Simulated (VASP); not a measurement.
# Fe (Im-3m) in VASP: further runs

Fe is run at these levels: LDA; tasks: single point.

Program: VASP 6.6.1. These are calculated values, not measurements. Logs are shortened: lines on timing, memory, paths and dates and some standing lists are left out, and cuts for length are marked.

## (1) The cell of the first run

The structure is cubic, space group Im-3m (No. 229). The conventional cell has a = 2.635 Å, b = 2.635 Å, c = 2.635 Å, α = 90.00°, β = 90.00°, γ = 90.00°. Within 3.0 Å of Fe (site symmetry m-3m) lie 14 Fe at 2.28 to 2.63 Å.

## (2) Single point, LDA, collinear spin, ferromagnetic start (volume scaled by 0.88)

Input file INCAR:

```
PREC = Accurate
ENCUT = 520
EDIFF = 1E-7
ISMEAR = -1
SIGMA = 0.05
LREAL = F
LASPH = T
NELM = 150
ALGO = Normal
ISIF = 2
LWAVE = F
LCHARG = F
ISPIN = 2
MAGMOM = 1.988
LORBIT = 11
LMAXMIX = 4
GGA = CA
NBANDS = 14
```

Input file KPOINTS:

```
regular mesh
0
Gamma
  26 26 26
```

Input file POSCAR:

```
Fe
1.0
   -1.3172556348      1.3172556348      1.3172556348
    1.3172556348     -1.3172556348      1.3172556348
    1.3172556348      1.3172556348     -1.3172556348
Fe
1
Direct
    0.0000000000      0.0000000000      0.0000000000
```

Potentials or basis: VASP PAW LDA potentials, release 64 (Fe).

On the command line:

```
$ cat potpaw_LDA.64/Fe/POTCAR > POTCAR
$ mpirun -np 1 vasp_std > vasp.out
```

OUTCAR:

```text
PREC = Accurate
   ENCUT = 520
   EDIFF = 1E-7
   ISMEAR = -1
   LREAL = F
   LASPH = T
   NELM = 150
   ISIF = 2
   ISPIN = 2
   LORBIT = 11
   GGA = CA

 ion  position               nearest neighbor table
   1  0.000  0.000  0.000-

  LATTYP: Found a body centered cubic cell.
 ALAT       =     2.6345112696

  Lattice vectors:

 A1 = (  -1.3172556348,   1.3172556348,   1.3172556348)
 A2 = (   1.3172556348,  -1.3172556348,   1.3172556348)
 A3 = (   1.3172556348,   1.3172556348,  -1.3172556348)

Analysis of symmetry for initial positions (statically):
=====================================================================
 Subroutine PRICEL returns:
 Original cell was already a primitive cell.

 Routine SETGRP: Setting up the symmetry group for a
 body centered cubic supercell.

 Subroutine GETGRP returns: Found 48 space group operations
 (whereof 48 operations were pure point group operations)
 out of a pool of 48 trial point group operations.

The static configuration has the point symmetry O_h .

Analysis of symmetry for dynamics (positions and initial velocities):
=====================================================================
 Subroutine PRICEL returns:
 Original cell was already a primitive cell.

 Routine SETGRP: Setting up the symmetry group for a
 body centered cubic supercell.

 Subroutine GETGRP returns: Found 48 space group operations
 (whereof 48 operations were pure point group operations)
 out of a pool of 48 trial point group operations.

The dynamic configuration has the point symmetry O_h .

Analysis of structural, dynamic, and magnetic symmetry:
=====================================================================
 Subroutine PRICEL returns:
 Original cell was already a primitive cell.

 Routine SETGRP: Setting up the symmetry group for a
 body centered cubic supercell.

 Subroutine GETGRP returns: Found 48 space group operations
 (whereof 48 operations were pure point group operations)
 out of a pool of 48 trial point group operations.

The overall configuration has the point symmetry O_h .

 Subroutine INISYM returns: Found 48 space group operations
 (whereof 48 operations are pure point group operations),
 and found     1 'primitive' translations

----------------------------------------------------------------------------------------

                                     Primitive cell

  volume of cell :       9.1426

  direct lattice vectors                    reciprocal lattice vectors
    -1.317255635  1.317255635  1.317255635     0.000000000  0.379577044  0.379577044
     1.317255635 -1.317255635  1.317255635     0.379577044  0.000000000  0.379577044
     1.317255635  1.317255635 -1.317255635     0.379577044  0.379577044  0.000000000

  length of vectors
     2.281553686  2.281553686  2.281553686     0.536803004  0.536803004  0.536803004

  position of ions in fractional coordinates (direct lattice)
     0.000000000  0.000000000  0.000000000

  ion indices of the primitive-cell ions
   primitive index   ion index
                 1           1

----------------------------------------------------------------------------------------

 KPOINTS: regular mesh

Automatic generation of k-mesh.
 Grid dimensions read from file:
 generate k-points for:   26   26   26

 Generating k-lattice:

  Cartesian coordinates                     Fractional coordinates (reciprocal lattice)
     0.000000000  0.014599117  0.014599117     0.038461538  0.000000000  0.000000000
     0.014599117  0.000000000  0.014599117     0.000000000  0.038461538  0.000000000
     0.014599117  0.014599117  0.000000000     0.000000000  0.000000000  0.038461538

  Length of vectors
     0.020646269  0.020646269  0.020646269

  Shift w.r.t. Gamma in fractional coordinates (k-lattice)
     0.000000000  0.000000000  0.000000000

 Subroutine IBZKPT returns following result:
 ===========================================

 Found    511 irreducible k-points:

 Following reciprocal coordinates:
            Coordinates               Weight
  0.000000  0.000000  0.000000      1.000000
  0.038462  0.000000  0.000000     12.000000
  0.076923  0.000000  0.000000     12.000000
  0.115385  0.000000  0.000000     12.000000
  0.153846  0.000000  0.000000     12.000000
  0.192308  0.000000  0.000000     12.000000
[... 16 lines left out ...]
  0.346154  0.038462  0.000000     48.000000
  0.384615  0.038462  0.000000     48.000000
 [... further k-points ...]
   k-points           NKPTS =    511   k-points in BZ     NKDIM =    511   number of bands    NBANDS=     14
   number of dos      NEDOS =    301   number of ions     NIONS =      1
   total plane-waves  NPLWV =   5832
   dimension x,y,z NGX =    18 NGY =   18 NGZ =   18
   dimension x,y,z NGXF=    36 NGYF=   36 NGZF=   36
   ions per type =               1
   NGX,Y,Z   is equivalent  to a cutoff of  13.12, 13.12, 13.12 a.u.
   NGXF,Y,Z  is equivalent  to a cutoff of  26.23, 26.23, 26.23 a.u.
 SYSTEM =  unknown system
   PREC   = accura    normal or accurate (medium, high low for compatibility)
   ISTART =      0    job   : 0-new  1-cont  2-samecut
   ICHARG =      2    charge: 1-file 2-atom 10-const
   ISPIN  =      2    spin polarized calculation?
   LNONCOLLINEAR =      F non collinear calculations
   LSORBIT =      F    spin-orbit coupling
   LASPH  =      T    aspherical Exc in radial PAW
   ENCUT  =  520.0 eV  38.22 Ry    6.18 a.u.   4.24  4.24  4.24*2*pi/ulx,y,z
   NELM   =    150;   NELMIN=  2; NELMDL= -5     # of ELM steps
   EDIFF  = 0.1E-06   stopping-criterion for ELM
   LREAL  =      F    real-space projection
   EDIFFG = 0.1E-05   stopping-criterion for IOM
   NSW    =      0    number of steps for IOM
   IBRION =     -1    ionic relax: 0-MD 1-quasi-New 2-CG
   NFREE  =      0    steps in history (QN), initial steepest desc. (CG)
   ISIF   =      2    stress and relaxation
   ISYM   =      2    0-nonsym 1-usesym 2-fastsym
   POTIM  = 0.5000    time-step for ionic-motion
   TEBEG  =    0.0;   TEEND  =   0.0 temperature during run
   PSTRESS=    0.0 pullay stress
   NELECT =       8.0000    total number of electrons
   NUPDOWN=      -1.0000    fix difference up-down
   EMIN   =  10.00;   EMAX   =-10.00  energy-range for DOS
   EFERMI =   0.00;   METHOD = LEGACY
   ISMEAR =    -1;   SIGMA  =   0.05  broadening in eV -4-tet -1-fermi 0-gaus
   EFERMI_NEDOS =   21; number of points for ismear=-14 and -15
   IALGO  =     38    algorithm
   IMIX   =      4    mixing-type and parameters
     AMIX     =   0.40;   BMIX     =  1.00
     AMIX_MAG =   1.60;   BMIX_MAG =  1.00
  volume/ion in A,a.u.               =       9.14        61.70
  Fermi-wavevector in a.u.,A,eV,Ry     =   1.565843  2.959013 33.359621  2.451863
  Thomas-Fermi vector in A             =   2.668259
   LORBIT       =     11    0 simple, 1 ext, 2 COOP (PROOUT), +10 PAW based schemes
   GGA     = CA    functional components
   LHFCALC =     F    Hartree Fock is set to
   AEXX    =    0.0000 exact exchange contribution
   IVDW    =     0    specifies the selected vdW correction
   LEPSILON=     F    determine dielectric tensor
   LRPA    =     F    only Hartree local field effects (RPA)
 spin polarized calculation
  energy-cutoff  :      520.00
  volume of cell :        9.14
 maximum number of plane-waves:       256
 NGX is ok and might be reduce to    18
   NGX =  9   NGY =  9   NGZ =  9

 number of electron       7.9999997 magnetization       1.6712282

 Free energy of the ion-electron system (eV)
  ---------------------------------------------------
  ext. energy  EPLUGINS =         0.00000000
  ---------------------------------------------------
  free energy    TOTEN  =        -9.08461824 eV

  energy without entropy =       -9.07452578  energy(sigma->0) =       -9.07957201

 E-fermi :   8.3188     XC(G=0): -14.6849

 val. band max:        8.3158871419   @ k =  -0.4615   0.5000   0.1923
 cond. band min:       8.3222970973   @ k =  -0.3462   0.3462   0.3077
 fundamental gap:      0.0064099554
 Fermi energy:         8.3188191983

 spin component 1

 k-point     1 :       0.0000    0.0000    0.0000
  band No.  band energies     occupation
      1      -1.5619      1.00000
      2       5.5319      1.00000
      3       5.5319      1.00000
      4       5.5319      1.00000
      5       7.4233      1.00000
      6       7.4233      1.00000
      7      35.2499      0.00000
      8      35.2499      0.00000
      9      35.2499      0.00000
     10      42.0016      0.00000
     11      42.0016      0.00000
     12      45.6057      0.00000
     13      45.6057      0.00000
     14      45.6057      0.00000

 k-point     2 :       0.0385    0.0000    0.0000
  band No.  band energies     occupation
      1      -1.4884      1.00000
      2       5.5071      1.00000
      3       5.5298      1.00000
      4       5.5781      1.00000
      5       7.3964      1.00000
      6       7.4252      1.00000
      7      34.8893      0.00000
      8      35.1862      0.00000
      9      35.2478      0.00000
     10      41.7781      0.00000
     11      42.3047      0.00000
     12      44.6136      0.00000
     13      44.7116      0.00000
     14      45.7510      0.00000
[... 343 lines left out ...]
      1       2.0677      1.00000
      2       4.2313      1.00000
      3       6.3876      1.00000
      4       7.4073      1.00000
      5       7.7190      0.99999
      6       8.7029      0.00046
      7      21.3425      0.00000
      8      29.1921      0.00000
      9      33.1071      0.00000
     10      35.5867      0.00000
     11      40.3999      0.00000
     12      45.8617      0.00000
     13      48.2272      0.00000
     14      56.9577      0.00000

 k-point    24 :       0.3846    0.0385    0.0000
  band No.  band energies     occupation
      1       2.0988      1.00000
      2       4.1172      1.00000
      3       6.9767      1.00000
      4       7.5095      1.00000
      5       7.8772      0.99985
      6       9.1121      0.00000
      7      19.8469      0.00000
      8      28.7056      0.00000
      9      32.4358      0.00000
     10      35.5376      0.00000
     11      40.4368      0.00000
     12      46.2473      0.00000
     13      49.1427      0.00000
     14      56.7753      0.00000

 [... further k-points ...]

 spin component 2

 k-point     1 :       0.0000    0.0000    0.0000
  band No.  band energies     occupation
      1      -1.1993      1.00000
      2       6.8640      1.00000
      3       6.8640      1.00000
      4       6.8640      1.00000
      5       9.2790      0.00000
      6       9.2790      0.00000
      7      35.4421      0.00000
      8      35.4421      0.00000
      9      35.4421      0.00000
     10      42.4770      0.00000
     11      42.4770      0.00000
     12      46.3069      0.00000
     13      46.3069      0.00000
     14      46.3069      0.00000

 k-point     2 :       0.0385    0.0000    0.0000
  band No.  band energies     occupation
      1      -1.1254      1.00000
      2       6.8368      1.00000
      3       6.8604      1.00000
      4       6.9123      1.00000
      5       9.2480      0.00000
      6       9.2810      0.00000
      7      35.1210      0.00000
      8      35.3889      0.00000
      9      35.4519      0.00000
     10      42.2564      0.00000
     11      42.7629      0.00000
     12      45.3535      0.00000
     13      45.4460      0.00000
     14      46.4428      0.00000
[... 343 lines left out ...]
      1       2.8636      1.00000
      2       5.4479      1.00000
      3       7.2298      1.00000
      4       9.0818      0.00000
      5       9.5823      0.00000
      6      10.1752      0.00000
      7      22.2267      0.00000
      8      29.5556      0.00000
      9      33.7016      0.00000
     10      36.1820      0.00000
     11      41.0607      0.00000
     12      46.2792      0.00000
     13      48.6445      0.00000
     14      57.4982      0.00000

 k-point    24 :       0.3846    0.0385    0.0000
  band No.  band energies     occupation
      1       2.9895      1.00000
      2       5.3248      1.00000
      3       7.8205      0.99995
      4       9.1586      0.00000
      5       9.6488      0.00000
      6      10.5778      0.00000
      7      20.7978      0.00000
      8      29.0567      0.00000
      9      33.0101      0.00000
     10      36.1562      0.00000
     11      41.1115      0.00000
     12      46.6310      0.00000
     13      49.5891      0.00000
     14      57.6688      0.00000

 [... further k-points ...]
[... 5 lines left out ...]
  --------------------------------------------------------------------------------------
  -------------------------------------------------------------------------------------
  Total        2.3926387      2.3926387      2.3926387      0.0000000     -0.0000000      0.0000000
  in kB      419.2929150    419.2929150    419.2929150      0.0000000     -0.0000000      0.0000000
  external PRESSURE =     419.2929150 kB  Pullay stress =       0.0000000 kB

 VOLUME and BASIS-vectors are now :
 -----------------------------------------------------------------------------
  energy-cutoff  :      520.00
  volume of cell :        9.14
      direct lattice vectors                 reciprocal lattice vectors
    -1.317255635  1.317255635  1.317255635     0.000000000  0.379577044  0.379577044
     1.317255635 -1.317255635  1.317255635     0.379577044  0.000000000  0.379577044
     1.317255635  1.317255635 -1.317255635     0.379577044  0.379577044  0.000000000

 POSITION                                       TOTAL-FORCE (eV/Angst)
 -----------------------------------------------------------------------------------
      0.00000      0.00000      0.00000        -0.000000      0.000000      0.000000
 -----------------------------------------------------------------------------------
    total drift:                                0.000000     -0.000000      0.000000

  FREE ENERGIE OF THE ION-ELECTRON SYSTEM (eV)
  ---------------------------------------------------
  free  energy   TOTEN  =        -9.0846182358 eV

  energy  without entropy=       -9.0745257807  energy(sigma->0) =       -9.07957201

 total charge

# of ion       s       p       d       tot
------------------------------------------
    1        0.592   0.751   6.486   7.828

 magnetization (x)

# of ion       s       p       d       tot
------------------------------------------
    1       -0.007  -0.030   1.668   1.631
```

Wall time 84 s (1 thread of AMD EPYC 9R45 (Zen 5), shared host); peak memory 0.17 GiB.

Results:

```
Free energy                                           : -9.0846 eV
Pressure                                              : 41.9 GPa
Net moment                                            : 1.67 μB per cell
Site moments                                          : Fe +1.63 μB
Valence electrons inside the program's atomic spheres : Fe 7.83
```

Levels at points of the mesh, in eV from the Fermi level:
Spin up:
```csv
k point,band 2,band 3,band 4,band 5,band 6,band 7,band 8,band 9
"(0.00, 0.00, 0.00)",-2.79,-2.79,-2.79,-0.90,-0.90,26.93,26.93,26.93
"(0.50, 0.00, 0.00)",-4.34,-0.83,-0.59,0.40,1.01,9.57,20.04,23.74
"(0.50, 0.50, 0.50)",-6.30,0.62,0.62,0.62,11.46,11.46,11.46,18.15
```
Spin down:
| k point | band 1 | band 2 | band 3 | band 4 | band 5 | band 6 |
| --- | --- | --- | --- | --- | --- | --- |
| (0.00, 0.00, 0.00) | -9.52 | -1.45 | -1.45 | -1.45 | 0.96 | 0.96 |
| (0.50, 0.00, 0.00) | -5.33 | -3.14 | 0.78 | 0.89 | 1.32 | 2.57 |
| (0.50, 0.50, 0.50) | -5.06 | -5.06 | 2.16 | 2.16 | 2.16 | 11.89 |

## (3) Single point, LDA, collinear spin, ferromagnetic start (volume scaled by 0.92)

Input file INCAR:

```
SYSTEM = Fe
  PREC = Accurate
  ENCUT = 520
  EDIFF = 1E-7
  ISMEAR = -1
  SIGMA = 0.05
  LREAL = .False.
  LASPH = .True.
  NELM = 150
  ALGO = Normal
  ISIF = 2
  LWAVE = .False.
  LCHARG = .False.
  ISPIN = 2
  MAGMOM = 1.988
  LORBIT = 11
  LMAXMIX = 4
  NBANDS = 14
```

Input file KPOINTS:

```
Automatic mesh
0
Gamma
  26 26 26
  0 0 0
```

Input file POSCAR:

```
Fe
1.0
   -1.3369190656      1.3369190656      1.3369190656
    1.3369190656     -1.3369190656      1.3369190656
    1.3369190656      1.3369190656     -1.3369190656
Fe
1
Direct
    0.0000000000      0.0000000000      0.0000000000
```

Potentials or basis: VASP PAW LDA potentials, release 64 (Fe).

On the command line:

```
$ cat potpaw_LDA.64/Fe/POTCAR > POTCAR
$ mpirun -np 1 vasp_std > vasp.out
```

It took 84 s on 1 thread of AMD EPYC 9R45 (Zen 5), shared host; peak memory 0.17 GiB.

Results (log left out):

- Free energy: -9.1704 eV
- Pressure: 24.8 GPa
- Net moment: 1.80 μB per cell
- Site moments: Fe +1.76 μB
- Valence electrons inside the program's atomic spheres: Fe 7.70

Levels at points of the mesh, in eV from the Fermi level:
Spin up:
| k point | band 2 | band 3 | band 4 | band 5 | band 6 | band 7 | band 8 | band 9 |
| --- | --- | --- | --- | --- | --- | --- | --- | --- |
| (0.00, 0.00, 0.00) | -2.70 | -2.70 | -2.70 | -0.93 | -0.93 | 26.49 | 26.49 | 26.49 |
| (0.50, 0.00, 0.00) | -4.14 | -0.88 | -0.65 | 0.36 | 0.85 | 9.04 | 19.65 | 22.90 |
| (0.50, 0.50, 0.50) | -5.98 | 0.49 | 0.49 | 0.49 | 11.06 | 11.06 | 11.06 | 17.57 |
Spin down:
```tsv
k point	band 1	band 2	band 3	band 4	band 5	band 6	band 7	band 8
(0.00, 0.00, 0.00)	-9.25	-1.25	-1.25	-1.25	1.03	1.03	26.68	26.68
(0.50, 0.00, 0.00)	-4.98	-2.84	0.75	0.96	1.37	2.54	10.19	19.97
(0.50, 0.50, 0.50)	-4.65	-4.65	2.15	2.15	2.15	11.51	11.51	11.51
```

## (4) Single point, LDA, collinear spin, ferromagnetic start (volume scaled by 0.96)

Input file INCAR:

```
SYSTEM = Fe
PREC = Accurate
ENCUT = 520
EDIFF = 1E-6
ISMEAR = -1
SIGMA = 0.05
LREAL = .False.
LASPH = .True.
NELM = 150
ALGO = Normal
ISIF = 2
LWAVE = .False.
LCHARG = .False.
ISPIN = 2
MAGMOM = 1.988
LORBIT = 11
LMAXMIX = 4
GGA = CA
NBANDS = 14
```

KPOINTS is that of step 3.

Input file POSCAR:

```
Fe
1.0
   -1.3560204901      1.3560204901      1.3560204901
    1.3560204901     -1.3560204901      1.3560204901
    1.3560204901      1.3560204901     -1.3560204901
Fe
1
Direct
    0.0000000000      0.0000000000      0.0000000000
```

On the command line:

```
$ cat potpaw_LDA.64/Fe/POTCAR > POTCAR
$ mpirun -np 1 vasp_std > vasp.out
```

Run time: 78 s. Hardware: 1 thread of AMD EPYC 9R45 (Zen 5), shared host; peak memory 0.17 GiB.

It converged, with:

```yaml
Free_energy: -9.2162 eV
Pressure: 10.9 GPa
Net_moment: 1.89 μB per cell
Site_moments: Fe +1.85 μB
Valence_electrons_inside_the_program's_atomic_spheres: Fe 7.58
```

Levels at points of the mesh, in eV from the Fermi level:
Spin up:
```tsv
k point	band 3	band 4	band 5	band 6	band 7	band 8
(0.00, 0.00, 0.00)	-2.60	-2.60	-0.95	-0.95	26.07	26.07
(0.50, 0.00, 0.00)	-0.90	-0.69	0.35	0.73	8.58	19.29
(0.50, 0.50, 0.50)	0.39	0.39	0.39	10.71	10.71	10.71
```
Spin down:
| k point | band 1 | band 2 | band 3 | band 4 | band 5 | band 6 | band 7 |
| --- | --- | --- | --- | --- | --- | --- | --- |
| (0.00, 0.00, 0.00) | -8.98 | -1.07 | -1.07 | -1.07 | 1.10 | 1.10 | 26.26 |
| (0.50, 0.00, 0.00) | -4.65 | -2.57 | 0.74 | 1.02 | 1.41 | 2.51 | 9.77 |
| (0.50, 0.50, 0.50) | -4.28 | -4.28 | 2.14 | 2.14 | 2.14 | 11.17 | 11.17 |

(Continued in part 2 of 2.)
